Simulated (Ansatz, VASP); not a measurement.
**Two plane-wave programs on Si7Ge**

```xyz
8
Lattice="5.4592 0.0000 0.0000 0.0000 5.1862 0.0000 0.0000 0.0000 5.4592" Properties=species:S:1:pos:R:3 pbc="T T T"
Si    1.3790    1.3100    1.3790
Si    0.0000    2.5931    2.7296
Si    2.7296    2.5931    0.0000
Si    2.7296    0.0000    2.7296
Si    4.0802    1.3100    4.0802
Si    4.0802    3.8762    1.3790
Si    1.3790    3.8762    4.0802
Ge    0.0000    0.0000    0.0000
```

Change from the starting cell: strain -0.0500 x Voigt [0, 1, 0, 0, 0, 0], atoms carried along.

Alike in both runs: task single point; functional PBEsol; k mesh 6 × 6 × 6; occupations gaussian, width 0.03 eV; no spin polarisation.

|  | VASP | Ansatz |
| --- | --- | --- |
| version | VASP 6.6.1 | Ansatz 0.2.0 |
| potentials or method | VASP PAW PBE potentials, release 64 (Si, Ge_d), cutoff 520 eV | scalar-relativistic, plane waves, PAW |
| valence electrons in the cell | 42 | 42 |

```tsv
	VASP	Ansatz	Ansatz less VASP
gap on the k mesh at the Fermi level (eV)	none	none	-
pressure (GPa)	5.1	5.1	-0.07
traceless stress, the component that is largest in VASP (GPa)	2.73	2.73	+0.001
rms of the force components (eV/Å)	0.009	0.008	-0.0011
```

VASP's potentials were made for PBE, not for PBEsol. Atom by atom the forces differ by 0.004 eV/Å (rms over components). A gap of «none» marks a metal or a gap that the smearing closes. The functional is the same, so the differences come from potentials, cutoffs and numerics.
